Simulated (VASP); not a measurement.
# Al2Au (Fm-3m) in VASP: single point with PBEsol

Aim: the single point of Al2Au with PBEsol.

Program: VASP 6.6.1. These are calculated values, not measurements. Logs are shortened: lines on timing, memory, paths and dates and some standing lists are left out, and cuts for length are marked.

## Step 1: The cell of the first run

It takes space group Fm-3m (No. 225, cubic). The conventional cell has a = 6.002 Å, b = 6.002 Å, c = 6.002 Å, α = 90.00°, β = 90.00°, γ = 90.00°. Al (site symmetry -43m) has 4 Au at 2.60 Å and 6 Al at 3.00 Å within 3.4 Å. Au (site symmetry m-3m) has 8 Al at 2.60 Å within 3.4 Å.

## Step 2: Single point, PBEsol

The input, INCAR:

```
  PREC = Accurate
  ENCUT = 520
  EDIFF = 1E-7
  ISMEAR = 0
  SIGMA = 0.1
  LREAL = False
  LASPH = True
  NELM = 100
  ALGO = Fast
  ISIF = 2
  LWAVE = False
  LCHARG = False
  GGA = PS
  NBANDS = 16
```

The input, KPOINTS:

```
regular mesh
0
Gamma
  18 18 18
```

The input, POSCAR:

```
Al2Au
1.0
    0.0000000000      3.0011078147      3.0011078147
    3.0011078147      0.0000000000      3.0011078147
    3.0011078147      3.0011078147      0.0000000000
Al Au
2 1
Direct
    0.2500000000      0.2500000000      0.2500000000
    0.7500000000      0.7500000000      0.7500000000
    0.0000000000      0.0000000000      0.0000000000
```

Potentials or basis: VASP PAW PBE potentials, release 64 (Al, Au).

Command:

```sh
$ cat potpaw_PBE.64/Al/POTCAR potpaw_PBE.64/Au/POTCAR > POTCAR
$ mpirun -np 1 vasp_std > vasp.out
```

OUTCAR:

```text
PREC = Accurate
   ENCUT = 520
   EDIFF = 1E-7
   ISMEAR = 0
   LREAL = False
   LASPH = True
   NELM = 100
   ISIF = 2
   GGA = PS

 ion  position               nearest neighbor table
   1  0.250  0.250  0.250-   3 2.60   3 2.60   3 2.60   3 2.60   2 3.00   2 3.00   2 3.00   2 3.00
                             2 3.00   2 3.00
   2  0.750  0.750  0.750-   3 2.60   3 2.60   3 2.60   3 2.60   1 3.00   1 3.00   1 3.00   1 3.00
                             1 3.00   1 3.00
   3  0.000  0.000  0.000-   2 2.60   1 2.60   2 2.60   1 2.60   2 2.60   2 2.60   1 2.60   1 2.60

  LATTYP: Found a face centered cubic cell.
 ALAT       =     6.0022156294

  Lattice vectors:

 A1 = (   0.0000000000,   3.0011078147,   3.0011078147)
 A2 = (   3.0011078147,   0.0000000000,   3.0011078147)
 A3 = (   3.0011078147,   3.0011078147,   0.0000000000)

Analysis of symmetry for initial positions (statically):
=====================================================================
 Subroutine PRICEL returns:
 Original cell was already a primitive cell.

 Routine SETGRP: Setting up the symmetry group for a
 face centered cubic supercell.

 Subroutine GETGRP returns: Found 48 space group operations
 (whereof 48 operations were pure point group operations)
 out of a pool of 48 trial point group operations.

The static configuration has the point symmetry O_h .

Analysis of symmetry for dynamics (positions and initial velocities):
=====================================================================
 Subroutine PRICEL returns:
 Original cell was already a primitive cell.

 Routine SETGRP: Setting up the symmetry group for a
 face centered cubic supercell.

 Subroutine GETGRP returns: Found 48 space group operations
 (whereof 48 operations were pure point group operations)
 out of a pool of 48 trial point group operations.

The dynamic configuration has the point symmetry O_h .

 Subroutine INISYM returns: Found 48 space group operations
 (whereof 48 operations are pure point group operations),
 and found     1 'primitive' translations

----------------------------------------------------------------------------------------

                                     Primitive cell

  volume of cell :      54.0598

  direct lattice vectors                    reciprocal lattice vectors
     0.000000000  3.001107815  3.001107815    -0.166605144  0.166605144  0.166605144
     3.001107815  0.000000000  3.001107815     0.166605144 -0.166605144  0.166605144
     3.001107815  3.001107815  0.000000000     0.166605144  0.166605144 -0.166605144

  length of vectors
     4.244207374  4.244207374  4.244207374     0.288568574  0.288568574  0.288568574

  position of ions in fractional coordinates (direct lattice)
     0.250000000  0.250000000  0.250000000
     0.750000000  0.750000000  0.750000000
     0.000000000  0.000000000  0.000000000

  ion indices of the primitive-cell ions
   primitive index   ion index
                 1           1
                 2           2
                 3           3

----------------------------------------------------------------------------------------

 KPOINTS: regular mesh

Automatic generation of k-mesh.
 Grid dimensions read from file:
 generate k-points for:   18   18   18

 Generating k-lattice:

  Cartesian coordinates                     Fractional coordinates (reciprocal lattice)
    -0.009255841  0.009255841  0.009255841     0.055555556  0.000000000  0.000000000
     0.009255841 -0.009255841  0.009255841     0.000000000  0.055555556  0.000000000
     0.009255841  0.009255841 -0.009255841     0.000000000  0.000000000  0.055555556

  Length of vectors
     0.016031587  0.016031587  0.016031587

  Shift w.r.t. Gamma in fractional coordinates (k-lattice)
     0.000000000  0.000000000  0.000000000

 Subroutine IBZKPT returns following result:
 ===========================================

 Found    195 irreducible k-points:

 Following reciprocal coordinates:
            Coordinates               Weight
  0.000000  0.000000  0.000000      1.000000
  0.055556  0.000000  0.000000      8.000000
  0.111111  0.000000  0.000000      8.000000
  0.166667  0.000000  0.000000      8.000000
  0.222222  0.000000  0.000000      8.000000
  0.277778  0.000000  0.000000      8.000000
[... 16 lines left out ...]
 -0.277778  0.055556  0.000000     24.000000
 -0.222222  0.055556  0.000000     24.000000
 [... further k-points ...]
   k-points           NKPTS =    195   k-points in BZ     NKDIM =    195   number of bands    NBANDS=     16
   number of dos      NEDOS =    301   number of ions     NIONS =      3
   total plane-waves  NPLWV =  32768
   dimension x,y,z NGX =    32 NGY =   32 NGZ =   32
   dimension x,y,z NGXF=    64 NGYF=   64 NGZF=   64
   ions per type =               2   1
   NGX,Y,Z   is equivalent  to a cutoff of  12.53, 12.53, 12.53 a.u.
   NGXF,Y,Z  is equivalent  to a cutoff of  25.07, 25.07, 25.07 a.u.
 SYSTEM =  unknown system
   PREC   = accura    normal or accurate (medium, high low for compatibility)
   ISTART =      0    job   : 0-new  1-cont  2-samecut
   ICHARG =      2    charge: 1-file 2-atom 10-const
   ISPIN  =      1    spin polarized calculation?
   LNONCOLLINEAR =      F non collinear calculations
   LSORBIT =      F    spin-orbit coupling
   LASPH  =      T    aspherical Exc in radial PAW
   ENCUT  =  520.0 eV  38.22 Ry    6.18 a.u.   7.89  7.89  7.89*2*pi/ulx,y,z
   NELM   =    100;   NELMIN=  2; NELMDL= -5     # of ELM steps
   EDIFF  = 0.1E-06   stopping-criterion for ELM
   LREAL  =      F    real-space projection
   EDIFFG = 0.1E-05   stopping-criterion for IOM
   NSW    =      0    number of steps for IOM
   IBRION =     -1    ionic relax: 0-MD 1-quasi-New 2-CG
   NFREE  =      0    steps in history (QN), initial steepest desc. (CG)
   ISIF   =      2    stress and relaxation
   ISYM   =      2    0-nonsym 1-usesym 2-fastsym
   POTIM  = 0.5000    time-step for ionic-motion
   TEBEG  =    0.0;   TEEND  =   0.0 temperature during run
   PSTRESS=    0.0 pullay stress
   NELECT =      17.0000    total number of electrons
   NUPDOWN=      -1.0000    fix difference up-down
   EMIN   =  10.00;   EMAX   =-10.00  energy-range for DOS
   EFERMI =   0.00;   METHOD = LEGACY
   ISMEAR =     0;   SIGMA  =   0.10  broadening in eV -4-tet -1-fermi 0-gaus
   EFERMI_NEDOS =   21; number of points for ismear=-14 and -15
   IALGO  =     68    algorithm
   IMIX   =      4    mixing-type and parameters
     AMIX     =   0.40;   BMIX     =  1.00
     AMIX_MAG =   1.60;   BMIX_MAG =  1.00
  volume/ion in A,a.u.               =      18.02       121.60
  Fermi-wavevector in a.u.,A,eV,Ry     =   1.113268  2.103771 16.862579  1.239365
  Thomas-Fermi vector in A             =   2.249851
   LORBIT       =      0    0 simple, 1 ext, 2 COOP (PROOUT), +10 PAW based schemes
   GGA     = PS    functional components
   LHFCALC =     F    Hartree Fock is set to
   AEXX    =    0.0000 exact exchange contribution
   IVDW    =     0    specifies the selected vdW correction
   LEPSILON=     F    determine dielectric tensor
   LRPA    =     F    only Hartree local field effects (RPA)
 non-spin polarized calculation
 RMM-DIIS sequential band-by-band and
 Gauss-broadening in eV      SIGMA  =   0.10
  energy-cutoff  :      520.00
  volume of cell :       54.06
 maximum number of plane-waves:      1472
   NGX = 15   NGY = 15   NGZ = 15

 number of electron      17.0000001 magnetization

 Free energy of the ion-electron system (eV)
  ---------------------------------------------------
  ext. energy  EPLUGINS =         0.00000000
  ---------------------------------------------------
  free energy    TOTEN  =       -13.47876491 eV

  energy without entropy =      -13.47398447  energy(sigma->0) =      -13.47637469

 E-fermi :   7.6907     XC(G=0): -10.6347

 val. band max:        7.6857298078   @ k =   0.3333   0.1111   0.0556
 cond. band min:       7.6924776646   @ k =  -0.3889   0.1667   0.0000
 fundamental gap:      0.0067478568
 Fermi energy:         7.6906836827

 k-point     1 :       0.0000    0.0000    0.0000
  band No.  band energies     occupation
      1      -2.8790      2.00000
      2       1.0787      2.00000
      3       1.0787      2.00000
      4       1.0787      2.00000
      5       2.0387      2.00000
      6       2.0387      2.00000
[... 8 lines left out ...]
     15      13.4035      0.00000
     16      13.4035      0.00000

 k-point     2 :       0.0556    0.0000    0.0000
  band No.  band energies     occupation
      1      -2.8384      2.00000
      2       1.0649      2.00000
      3       1.0892      2.00000
      4       1.0892      2.00000
      5       2.0362      2.00000
      6       2.0362      2.00000
[... 8 lines left out ...]
     15      13.2796      0.00000
     16      13.3132      0.00000

 k-point     3 :       0.1111    0.0000    0.0000
  band No.  band energies     occupation
      1      -2.7174      2.00000
      2       1.0265      2.00000
      3       1.1189      2.00000
      4       1.1189      2.00000
      5       2.0304      2.00000
      6       2.0304      2.00000
[... 8 lines left out ...]
     15      13.0458      0.00000
     16      13.0911      0.00000

 k-point     4 :       0.1667    0.0000    0.0000
  band No.  band energies     occupation
      1      -2.5190      2.00000
      2       0.9719      2.00000
      3       1.1625      2.00000
      4       1.1625      2.00000
      5       2.0259      2.00000
      6       2.0259      2.00000
[... 8 lines left out ...]
     15      13.1310      0.00000
     16      13.3434      0.00000

 k-point     5 :       0.2222    0.0000    0.0000
  band No.  band energies     occupation
      1      -2.2495      2.00000
      2       0.9140      2.00000
      3       1.2114      2.00000
      4       1.2114      2.00000
      5       2.0293      2.00000
      6       2.0293      2.00000
[... 8 lines left out ...]
     15      13.6627      0.00000
     16      13.8397      0.00000

 k-point     6 :       0.2778    0.0000    0.0000
  band No.  band energies     occupation
      1      -1.9208      2.00000
      2       0.8697      2.00000
      3       1.2559      2.00000
      4       1.2559      2.00000
      5       2.0463      2.00000
      6       2.0463      2.00000
[... 8 lines left out ...]
     15      14.3152      0.00000
     16      14.4301      0.00000

 k-point     7 :       0.3333    0.0000    0.0000
  band No.  band energies     occupation
      1      -1.5561      2.00000
      2       0.8621      2.00000
      3       1.2889      2.00000
      4       1.2889      2.00000
      5       2.0774      2.00000
      6       2.0774      2.00000
[... 8 lines left out ...]
     15      15.0072      0.00000
     16      15.1288      0.00000

 k-point     8 :       0.3889    0.0000    0.0000
  band No.  band energies     occupation
      1      -1.2006      2.00000
      2       0.9237      2.00000
      3       1.3086      2.00000
      4       1.3086      2.00000
      5       2.1149      2.00000
      6       2.1149      2.00000
[... 8 lines left out ...]
     15      15.6871      0.00000
     16      15.9293      0.00000

 k-point     9 :       0.4444    0.0000    0.0000
  band No.  band energies     occupation
      1      -0.9303      2.00000
      2       1.0816      2.00000
      3       1.3178      2.00000
      4       1.3178      2.00000
      5       2.1456      2.00000
      6       2.1456      2.00000
[... 8 lines left out ...]
     15      16.2549      0.00000
     16      16.8004      0.00000
[... 172 lines left out ...]
 k-point    19 :       0.5000    0.0556    0.0000
  band No.  band energies     occupation
      1      -0.8034      2.00000
      2       1.1217      2.00000
      3       1.3360      2.00000
      4       1.3731      2.00000
      5       2.1594      2.00000
      6       2.1752      2.00000
[... 8 lines left out ...]
     15      16.5385      0.00000
     16      17.3567      0.00000

 k-point    20 :      -0.4444    0.0556    0.0000
  band No.  band energies     occupation
      1      -0.8380      2.00000
      2       1.0861      2.00000
      3       1.3360      2.00000
      4       1.3588      2.00000
      5       2.1357      2.00000
      6       2.1665      2.00000
[... 8 lines left out ...]
     15      16.2129      0.00000
     16      17.1539      0.00000

 k-point    21 :      -0.3889    0.0556    0.0000
  band No.  band energies     occupation
      1      -1.0603      2.00000
      2       0.9368      2.00000
      3       1.3275      2.00000
      4       1.3295      2.00000
      5       2.0936      2.00000
      6       2.1559      2.00000
[... 8 lines left out ...]
     15      15.6110      0.00000
     16      16.8652      0.00000

 k-point    22 :      -0.3333    0.0556    0.0000
  band No.  band energies     occupation
      1      -1.3977      2.00000
      2       0.8537      2.00000
      3       1.3065      2.00000
      4       1.3128      2.00000
      5       2.0461      2.00000
      6       2.1301      2.00000
[... 8 lines left out ...]
     15      14.8524      0.00000
     16      16.2884      0.00000

 k-point    23 :      -0.2778    0.0556    0.0000
  band No.  band energies     occupation
      1      -1.7661      2.00000
      2       0.8457      2.00000
      3       1.2789      2.00000
      4       1.2819      2.00000
      5       2.0085      2.00000
      6       2.0990      2.00000
[... 8 lines left out ...]
     15      14.1448      0.00000
     16      15.6081      0.00000

 k-point    24 :      -0.2222    0.0556    0.0000
  band No.  band energies     occupation
      1      -2.1102      2.00000
      2       0.8817      2.00000
      3       1.2373      2.00000
      4       1.2404      2.00000
      5       1.9898      2.00000
      6       2.0736      2.00000
[... 8 lines left out ...]
     15      13.5376      0.00000
     16      14.9275      0.00000

 [... further k-points ...]
[... 5 lines left out ...]
  --------------------------------------------------------------------------------------
  -------------------------------------------------------------------------------------
  Total       -0.0454886     -0.0454886     -0.0454886     -0.0000000     -0.0000000      0.0000000
  in kB       -1.3481516     -1.3481516     -1.3481516     -0.0000000     -0.0000000      0.0000000
  external PRESSURE =      -1.3481516 kB  Pullay stress =       0.0000000 kB

 VOLUME and BASIS-vectors are now :
 -----------------------------------------------------------------------------
  energy-cutoff  :      520.00
  volume of cell :       54.06
      direct lattice vectors                 reciprocal lattice vectors
     0.000000000  3.001107815  3.001107815    -0.166605144  0.166605144  0.166605144
     3.001107815  0.000000000  3.001107815     0.166605144 -0.166605144  0.166605144
     3.001107815  3.001107815  0.000000000     0.166605144  0.166605144 -0.166605144

 POSITION                                       TOTAL-FORCE (eV/Angst)
 -----------------------------------------------------------------------------------
      1.50055      1.50055      1.50055        -0.000000     -0.000000      0.000000
      4.50166      4.50166      4.50166         0.000000      0.000000     -0.000000
      0.00000      0.00000      0.00000         0.000000      0.000000      0.000000
 -----------------------------------------------------------------------------------
    total drift:                                0.000000     -0.000000      0.000000

  FREE ENERGIE OF THE ION-ELECTRON SYSTEM (eV)
  ---------------------------------------------------
  free  energy   TOTEN  =       -13.4787649074 eV

  energy  without entropy=      -13.4739844702  energy(sigma->0) =      -13.47637469
```

Run time: 3.5 min. Hardware: 1 thread of AMD EPYC 7R13, shared host; peak memory 0.28 GiB.

Results:

```yaml
Free_energy: -13.4788 eV
Pressure: -0.1 GPa
Band_gap_on_the_k_mesh: zero (an odd number of electrons rules out a gap without spin polarisation)
```

Caveat: the PAW data sets were made with another functional, which shifts forces and pressure a little; spin-orbit coupling is left out, which moves the levels of the heavy elements.
